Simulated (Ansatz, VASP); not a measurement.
Be: VASP beside Ansatz

```
CELL_PARAMETERS angstrom
2.24244 0.00000 0.00000
-1.12122 1.94201 0.00000
0.00000 0.00000 3.63275
ATOMIC_POSITIONS crystal
Be 0.19333 0.59667 0.14500
Be 0.80667 0.40333 0.85500
```

Alike in both runs: task single point; functional PBEsol; k mesh 15 × 15 × 8; occupations fermi-dirac, width 0.01 eV; no spin polarisation.

|  | VASP | Ansatz |
| --- | --- | --- |
| version | VASP 6.6.1 | Ansatz 0.2.0 |
| potentials or method | VASP PAW PBE potentials, release 64 (Be), cutoff 520 eV | all-electron LAPW, scalar-relativistic |

VASP gave:

* gap on the k mesh at the Fermi level (eV): none
* rms of the force components (eV/Å): 10.605

**Question.** Which values does Ansatz return?

**Answer.** gap on the k mesh at the Fermi level (eV): none; rms of the force components (eV/Å): 10.405.

VASP's potentials were made for PBE, not for PBEsol. Atom by atom the forces differ by 0.200 eV/Å (rms over components). A gap of «none» marks a metal or a gap that the smearing closes. Ansatz ran all-electron here, and VASP with PAW potentials.
